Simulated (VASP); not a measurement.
The system is KNbI2.

```
K Nb I
1.0
     3.46194    0.00000    0.00000
     0.00000    3.46194    0.00000
     0.00000    0.00000    7.21505
K Nb I
1 1 2
Cartesian
  0.0000 0.0000 3.6075
  0.0000 0.0000 0.0000
  1.7310 1.7310 1.6828
  1.7310 1.7310 5.5322
```

- Program: VASP 6.6.1
- Task: relaxation of cell and atoms
- Functional: PBE
- Potentials or basis: VASP PAW PBE potentials, release 64 (K_sv, Nb_sv, I)
- Cutoff: 600 eV
- k mesh: 6 × 6 × 4
- Occupations: gaussian, width 0.1 eV
- Spin: no spin polarisation

At the start: pressure 16.8 GPa; volume 21.62 Å³/atom.

Question: Where does the relaxation end?

Answer: Over 11 steps the energy falls by 322.8 meV/atom and the volume is 27.87 Å³/atom (+28.9 %); space group P4/mmm (No. 123, to 0.1 Å) before and after.

Step by step:
| step | energy change (eV) | largest force (eV/Å) | pressure (GPa) | volume (Å³) |
| --- | --- | --- | --- | --- |
| 1 | 0.0000 | 1.2829 | 16.81 | 86.47 |
| 2 | -0.9972 | 0.9656 | -2.81 | 118.06 |
| 3 | -1.0556 | 1.0267 | -0.52 | 109.87 |
| 4 | -1.0558 | 1.0227 | -0.70 | 110.37 |
| 5 | -1.1525 | 0.7279 | -0.46 | 109.96 |
| 6 | -1.2527 | 0.0427 | 0.57 | 109.07 |
| 7 | -1.2537 | 0.1586 | 0.76 | 108.95 |
| 8 | -1.2897 | 0.0204 | -0.05 | 111.48 |
| 9 | -1.2907 | 0.0630 | -0.19 | 112.05 |
| 10 | -1.2907 | 0.0584 | -0.18 | 111.99 |
| 11 | -1.2913 | 0.0153 | 0.09 | 111.48 |

Final structure:
```
K Nb I
1.0
     3.62759    0.00000    0.00000
     0.00000    3.62759    0.00000
     0.00000    0.00000    8.47133
K Nb I
1 1 2
Direct
  0.00000 0.00000 0.50000
  0.00000 0.00000 0.00000
  0.50000 0.50000 0.20093
  0.50000 0.50000 0.79907
```

Caveat: the volume moved by over 15 % at a fixed basis, so the end points are rough.
